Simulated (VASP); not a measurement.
## GdO: single point with r2SCAN

Crystal: GdO.

```
Gd O
1.0
     0.00000    2.75295    2.75295
     2.75295    0.00000    2.75295
     2.75295    2.75295    0.00000
Gd O
1 1
Direct
  0.00000 0.00000 0.00000
  0.25000 0.25000 0.25000
```

```yaml
Program: VASP 6.6.1
Task: single point
Functional: r2SCAN
Potentials_or_basis: VASP PAW PBE potentials, release 64 (Gd, O)
Cutoff: 520 eV
k_mesh: 12 × 12 × 12
Occupations: fermi-dirac, width 0.03 eV
Spin: collinear spin, ferromagnetic start
Starting_moments: "[7.0, 1.0] μB"
```

```json
{
 "Pressure": "-7.5 GPa",
 "Net moment": "7.93 μB per cell",
 "Site moments": "Gd +6.98; O +0.03 μB",
 "Valence electrons inside the program's atomic spheres": "Gd 15.13; O 5.01"
}
```

Levels at points of the mesh, in eV from the Fermi level:
Spin up:
```csv
k point,band 13,band 14,band 15,band 16,band 17,band 18,band 19,band 20
"(0.00, 0.00, 0.00)",-5.30,-5.30,-5.30,-2.37,2.73,2.73,4.41,4.41
"(0.50, 0.00, 0.00)",-5.32,-4.98,-4.98,0.02,2.56,2.56,3.21,4.48
"(0.50, 0.50, 0.00)",-5.62,-4.41,-4.41,-1.10,1.27,4.13,4.46,4.46
```
Spin down:
```
           k point  band 4  band 5  band 6  band 7  band 8  band 9  band 10  band 11  band 12  band 13
(0.00, 0.00, 0.00)  -21.40  -20.13   -5.33   -5.33   -5.33   -0.80     1.10     1.10     1.10     1.27
(0.50, 0.00, 0.00)  -21.48  -19.02   -4.99   -4.97   -4.97    0.83     1.02     1.12     1.12     1.20
(0.50, 0.50, 0.00)  -21.61  -18.72   -5.83   -4.36   -4.36    0.96     0.97     1.10     1.14     1.14
```

It took 6.3 min on 1 thread of Intel(R) Xeon(R) 6975P-C (Granite Rapids) (shared host), peak memory 0.27 GiB.

Caveat: the cell stands under tension; the PAW data sets were made with another functional, which shifts forces and pressure a little; spin-orbit coupling is left out, which moves the levels of the heavy elements; a cell with one magnetic atom can't hold antiferromagnetic order, which such compounds often take; semilocal functionals describe open f shells poorly, which spoils levels, moments and volumes. With open d or f shells a metallic result of r2SCAN can be an artefact of self-interaction; +U or a hybrid may open a gap.
